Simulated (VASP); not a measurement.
# Al2Au (P1) in VASP: further runs

The runs below take Al2Au through single point, with PBEsol.

Program: VASP 6.6.1. These are calculated values, not measurements. Logs are shortened: lines on timing, memory, paths and dates and some standing lists are left out, and cuts for length are marked.

## (1) The cell of the first run

The typed cell holds 3 atoms: a = 4.243 Å, b = 4.243 Å, c = 4.243 Å, α = 60.00°, β = 60.00°, γ = 60.00°.

## (2) Single point, PBEsol

The input, INCAR:

```
ALGO = Normal
EDIFF = 1E-6
ENCUT = 500
GGA = PS
GGA_COMPAT = False
ISIF = 2
ISMEAR = -1
LASPH = True
LCHARG = True
LELF = True
LREAL = False
LVHAR = True
LWAVE = False
NBANDS = 16
NELM = 120
PREC = Accurate
SIGMA = 0.05
```

The input, KPOINTS:

```
k-points
0
Gamma
  3 3 3
```

The input, POSCAR:

```
Al2Au
1.0
    0.0000000000      3.0000000000      3.0000000000
    3.0000000000      0.0000000000      3.0000000000
    3.0000000000      3.0000000000      0.0000000000
Al Au
2 1
Direct
    0.2295362871      0.2511088880      0.2538635700
    0.7915770208      0.7420867134      0.7246040384
    0.0314636687     -0.0087015319     -0.0165620373
```

Potentials or basis: VASP PAW PBE potentials, release 64 (Al, Au).

Run with:

```console
$ cat potpaw_PBE.64/Al/POTCAR potpaw_PBE.64/Au/POTCAR > POTCAR
$ mpirun -np 1 vasp_std > vasp.out
```

OUTCAR:

```text
EDIFF = 1E-6
   ENCUT = 500
   GGA = PS
   ISIF = 2
   ISMEAR = -1
   LASPH = True
   LREAL = False
   NELM = 120
   PREC = Accurate

 ion  position               nearest neighbor table
   1  0.230  0.251  0.254-   3 2.53   3 2.53   3 2.57   3 2.78   2 2.84   2 2.89   2 2.91   2 3.10
                             2 3.12   2 3.16
   2  0.792  0.742  0.725-   3 2.57   3 2.59   3 2.60   3 2.63   1 2.84   1 2.89   1 2.91   1 3.10
                             1 3.12   1 3.16
   3  0.031  0.991  0.983-   1 2.53   1 2.53   2 2.57   1 2.57   2 2.59   2 2.60   2 2.63   1 2.78

  LATTYP: Found a face centered cubic cell.
 ALAT       =     6.0000000000

  Lattice vectors:

 A1 = (   0.0000000000,   3.0000000000,   3.0000000000)
 A2 = (   3.0000000000,   0.0000000000,   3.0000000000)
 A3 = (   3.0000000000,   3.0000000000,   0.0000000000)

Analysis of symmetry for initial positions (statically):
=====================================================================
 Subroutine PRICEL returns:
 Original cell was already a primitive cell.

 Routine SETGRP: Setting up the symmetry group for a
 face centered cubic supercell.

 Subroutine GETGRP returns: Found  1 space group operations
 (whereof  1 operations were pure point group operations)
 out of a pool of 48 trial point group operations.

The static configuration has the point symmetry C_1 .

Analysis of symmetry for dynamics (positions and initial velocities):
=====================================================================
 Subroutine PRICEL returns:
 Original cell was already a primitive cell.

 Routine SETGRP: Setting up the symmetry group for a
 face centered cubic supercell.

 Subroutine GETGRP returns: Found  1 space group operations
 (whereof  1 operations were pure point group operations)
 out of a pool of 48 trial point group operations.

The dynamic configuration has the point symmetry C_1 .

 Subroutine INISYM returns: Found  1 space group operations
 (whereof  1 operations are pure point group operations),
 and found     1 'primitive' translations

----------------------------------------------------------------------------------------

                                     Primitive cell

  volume of cell :      54.0000

  direct lattice vectors                    reciprocal lattice vectors
     0.000000000  3.000000000  3.000000000    -0.166666667  0.166666667  0.166666667
     3.000000000  0.000000000  3.000000000     0.166666667 -0.166666667  0.166666667
[... 76 lines left out ...]
   EDIFF  = 0.1E-05   stopping-criterion for ELM
   LREAL  =      F    real-space projection
   EDIFFG = 0.1E-04   stopping-criterion for IOM
   NSW    =      0    number of steps for IOM
   IBRION =     -1    ionic relax: 0-MD 1-quasi-New 2-CG
   NFREE  =      0    steps in history (QN), initial steepest desc. (CG)
   ISIF   =      2    stress and relaxation
   ISYM   =      2    0-nonsym 1-usesym 2-fastsym
   POTIM  = 0.5000    time-step for ionic-motion
   TEBEG  =    0.0;   TEEND  =   0.0 temperature during run
   PSTRESS=    0.0 pullay stress
   NELECT =      17.0000    total number of electrons
   NUPDOWN=      -1.0000    fix difference up-down
   EMIN   =  10.00;   EMAX   =-10.00  energy-range for DOS
   EFERMI =   0.00;   METHOD = LEGACY
   ISMEAR =    -1;   SIGMA  =   0.05  broadening in eV -4-tet -1-fermi 0-gaus
   EFERMI_NEDOS =   21; number of points for ismear=-14 and -15
   IALGO  =     38    algorithm
   IMIX   =      4    mixing-type and parameters
     AMIX     =   0.40;   BMIX     =  1.00
     AMIX_MAG =   1.60;   BMIX_MAG =  1.00
  volume/ion in A,a.u.               =      18.00       121.47
  Fermi-wavevector in a.u.,A,eV,Ry     =   1.113679  2.104547 16.875035  1.240280
  Thomas-Fermi vector in A             =   2.250266
   LORBIT       =      0    0 simple, 1 ext, 2 COOP (PROOUT), +10 PAW based schemes
   GGA     = PS    functional components
   LHFCALC =     F    Hartree Fock is set to
   AEXX    =    0.0000 exact exchange contribution
   IVDW    =     0    specifies the selected vdW correction
   LEPSILON=     F    determine dielectric tensor
   LRPA    =     F    only Hartree local field effects (RPA)
 non-spin polarized calculation
  energy-cutoff  :      500.00
  volume of cell :       54.00
 maximum number of plane-waves:      1382
   NGX = 15   NGY = 15   NGZ = 15

 number of electron      17.0000000 magnetization

 Free energy of the ion-electron system (eV)
  ---------------------------------------------------
  ext. energy  EPLUGINS =         0.00000000
  ---------------------------------------------------
  free energy    TOTEN  =       -13.23380380 eV

  energy without entropy =      -13.22696934  energy(sigma->0) =      -13.23038657

 E-fermi :   8.3231     XC(G=0): -10.6245

 val. band max:        8.2134971886   @ k =   0.0000   0.3333   0.0000
 cond. band min:       8.5735421492   @ k =   0.3333   0.0000   0.0000
 fundamental gap:      0.3600449606
 Fermi energy:         8.3230988387

 k-point     1 :       0.0000    0.0000    0.0000
  band No.  band energies     occupation
      1      -2.8794      2.00000
      2       0.9560      2.00000
      3       0.9781      2.00000
      4       1.1267      2.00000
      5       1.9648      2.00000
      6       1.9789      2.00000
[... 243 lines left out ...]
      3       1.3427      2.00000
      4       1.5680      2.00000
      5       1.9815      2.00000
      6       1.9963      2.00000
[... 8 lines left out ...]
     15      15.8295      0.00000
     16      17.2852      0.00000

------------------------ aborting loop because EDIFF is reached ----------------------------------------

  FORCE on cell =-STRESS in cart. coord.  units (eV):
  Direction    XX          YY          ZZ          XY          YZ          ZX
  --------------------------------------------------------------------------------------
  -------------------------------------------------------------------------------------
  Total       -0.3685708     -0.4791355     -0.0882759      0.8899989     -0.4944419      0.3650787
  in kB      -10.9354782    -14.2159253     -2.6191426     26.4062240    -14.6700668     10.8318666
  external PRESSURE =      -9.2568487 kB  Pullay stress =       0.0000000 kB

 VOLUME and BASIS-vectors are now :
 -----------------------------------------------------------------------------
  energy-cutoff  :      500.00
  volume of cell :       54.00
      direct lattice vectors                 reciprocal lattice vectors
     0.000000000  3.000000000  3.000000000    -0.166666667  0.166666667  0.166666667
     3.000000000  0.000000000  3.000000000     0.166666667 -0.166666667  0.166666667
     3.000000000  3.000000000  0.000000000     0.166666667  0.166666667 -0.166666667

 POSITION                                       TOTAL-FORCE (eV/Angst)
 -----------------------------------------------------------------------------------
      1.51492      1.45020      1.44194        -0.126330      0.129889      0.391914
      4.40007      4.54854      4.60099        -0.019064      0.143437     -0.069354
      5.92421      3.04470      3.06829         0.145394     -0.273327     -0.322560
 -----------------------------------------------------------------------------------
    total drift:                                0.000004     -0.000015     -0.000047

  FREE ENERGIE OF THE ION-ELECTRON SYSTEM (eV)
  ---------------------------------------------------
  free  energy   TOTEN  =       -13.2338037998 eV

  energy  without entropy=      -13.2269693421  energy(sigma->0) =      -13.23038657
```

OSZICAR:

```text
N       E                     dE             d eps       ncg     rms          rms(c)
DAV:   1     0.537227822475E+02    0.53723E+02   -0.67807E+03   448   0.855E+02
DAV:   2    -0.133582876364E+02   -0.67081E+02   -0.60844E+02   592   0.168E+02
DAV:   3    -0.147616689735E+02   -0.14034E+01   -0.13988E+01   544   0.235E+01
DAV:   4    -0.147724037679E+02   -0.10735E-01   -0.10734E-01   528   0.240E+00
DAV:   5    -0.147726026734E+02   -0.19891E-03   -0.19891E-03   592   0.333E-01    0.944E+00
DAV:   6    -0.133761447867E+02    0.13965E+01   -0.47269E+00   520   0.228E+01    0.324E+00
DAV:   7    -0.132748352487E+02    0.10131E+00   -0.24214E-01   472   0.489E+00    0.149E+00
DAV:   8    -0.132350434306E+02    0.39792E-01   -0.29401E-02   560   0.108E+00    0.379E-01
DAV:   9    -0.132337282033E+02    0.13152E-02   -0.29068E-03   488   0.501E-01    0.201E-01
DAV:  10    -0.132338040318E+02   -0.75829E-04   -0.25917E-04   504   0.105E-01    0.254E-02
DAV:  11    -0.132338022201E+02    0.18118E-05   -0.12944E-05   472   0.246E-02    0.124E-02
DAV:  12    -0.132338038207E+02   -0.16006E-05   -0.33024E-06   512   0.110E-02    0.336E-03
DAV:  13    -0.132338037998E+02    0.20917E-07   -0.12158E-07   272   0.249E-03
   1 F= -.13233804E+02 E0= -.13230387E+02  d E =-.683446E-02
```

stdout:

```text
POSCAR found type information on POSCAR AlAu
 POSCAR found :  2 types and       3 ions
 scaLAPACK will be used
 -----------------------------------------------------------------------------
|                                                                             |
|                                                                             |
|     You enforced a specific xc type in the INCAR file but a different       |
|     I HOPE YOU KNOW WHAT YOU ARE DOING!                                     |
|                                                                             |
 -----------------------------------------------------------------------------

 LDA part: xc-table for (Slater+PW92), standard interpolation
 POSCAR, INCAR and KPOINTS ok, starting setup
 FFT: planning ... GRIDC
 FFT: planning ... GRID_SOFT
 FFT: planning ... GRID
 WAVECAR not read
 entering main loop
```

Run time: 5.4 s. Hardware: 1 thread of Intel Xeon 6975P-C (Granite Rapids), shared host; peak memory 0.17 GiB.

What came out:

```
Free energy   : -13.2338 eV
Pressure      : -0.9 GPa
Largest force : 0.447 eV/Å
```

Forces in eV/Å, atoms in the order of the input:
```
Al  -0.126  0.130  0.392
Al  -0.019  0.143 -0.069
Au   0.145 -0.273 -0.323
```

Levels at points of the mesh, in eV from the Fermi level:
| k point | band 7 | band 8 | band 9 | band 10 | band 11 | band 12 |
| --- | --- | --- | --- | --- | --- | --- |
| (0.00, 0.00, 0.00) | 1.63 | 2.07 | 2.18 | 2.44 | 3.26 | 3.31 |

Caveat: the k points lie up to 0.60 Å⁻¹ apart; the PAW data sets were made with another functional, which shifts forces and pressure a little; spin-orbit coupling is left out, which moves the levels of the heavy elements.

## (3) Single point, PBEsol

The input, INCAR:

```
SYSTEM = Al2Au
ALGO = Normal
EDIFF = 1E-6
ENCUT = 500
GGA = PS
GGA_COMPAT = .False.
ISIF = 2
ISMEAR = -1
LASPH = .True.
LCHARG = .False.
LREAL = .False.
LWAVE = .False.
NBANDS = 16
NELM = 120
PREC = Accurate
SIGMA = 0.05
```

The input, KPOINTS:

```
k-points
0
Gamma
  3 3 3
  0 0 0
```

The input, POSCAR:

```
Al2Au
1.0
    0.0000000000      3.0000000000      3.0000000000
    3.0000000000      0.0000000000      3.0000000000
    3.0000000000      3.0000000000      0.0000000000
Al Au
2 1
Direct
    0.2328682399      0.2494529530      0.2520991550
    0.7928241006      0.7401862283      0.7249036653
    0.0268811106     -0.0051439581     -0.0150965520
```

Potentials or basis: VASP PAW PBE potentials, release 64 (Al, Au).

Run with:

```console
$ cat potpaw_PBE.64/Al/POTCAR potpaw_PBE.64/Au/POTCAR > POTCAR
$ mpirun -np 1 vasp_std > vasp.out
```

Run time: 5.4 s. Hardware: 1 thread of Intel Xeon 6975P-C (Granite Rapids), shared host; peak memory 0.17 GiB.

The run converged. Its results:

```
Free energy   : -13.2418 eV
Pressure      : -1.0 GPa
Largest force : 0.394 eV/Å
```

Forces on the atoms (eV/Å):
```
Al  -0.025  0.110  0.377
Al   0.051  0.095 -0.046
Au  -0.027 -0.205 -0.331
```

Stress tensor (GPa, compression positive):
```
-1.23  2.62  1.22
 2.62 -1.46 -1.43
 1.22 -1.43 -0.45
```

Levels at points of the mesh, in eV from the Fermi level:
```tsv
k point	band 5	band 6	band 7	band 8	band 9	band 10	band 11	band 12	band 13	band 14
(0.00, 0.00, 0.00)	-6.37	-6.35	1.62	2.07	2.18	2.45	3.25	3.28	3.30	4.94
```

Caveat: the k points lie up to 0.60 Å⁻¹ apart; the PAW data sets were made with another functional, which shifts forces and pressure a little; spin-orbit coupling is left out, which moves the levels of the heavy elements.
